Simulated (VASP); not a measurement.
Runs of VASP 6.6.1 on W. Symmetry: Im-3m, No. 229, cubic system. Conventional cell: a = 3.184 Å, b = 3.184 Å, c = 3.184 Å, α = 90.00°, β = 90.00°, γ = 90.00°. W (site symmetry m-3m) has 14 W at 2.76 to 3.18 Å within 3.6 Å. 

```tsv
level	spin	U	k mesh	cutoff (eV)	mended	gap on the mesh (eV)	pressure (GPa)
PBE	non-collinear, zero start, SOC	-	18 × 18 × 18	520	-	-	1.5
r2SCAN	off	-	18 × 18 × 18	520	-	none	-3.2
r2SCAN	off	-	22 × 22 × 22	550	yes	none	-3.2
r2SCAN+U	off	W d U = 4.0 eV	18 × 18 × 18	520	-	none	(a)
```

Alike in all rows: task single point; cell as given; smearing gaussian 0.1 eV.

Q: Estimate the missing entries.

A: (a) 9.2.

Caveats: the PAW data sets were made with another functional, which shifts forces and pressure a little (at least some runs); spin-orbit coupling is left out, which moves the levels of the heavy elements (at least some runs); the cell stands under tension (at least some runs); the cell stands under pressure (at least some runs); U without spin polarisation on a metal has little footing (at least some runs); the U is typed as a test and isn't derived for this compound (at least some runs).

A k mesh can miss the band edges, and rows without SOC leave out spin-orbit coupling on W.

A gap of «none» marks levels without a gap at the run's occupations.
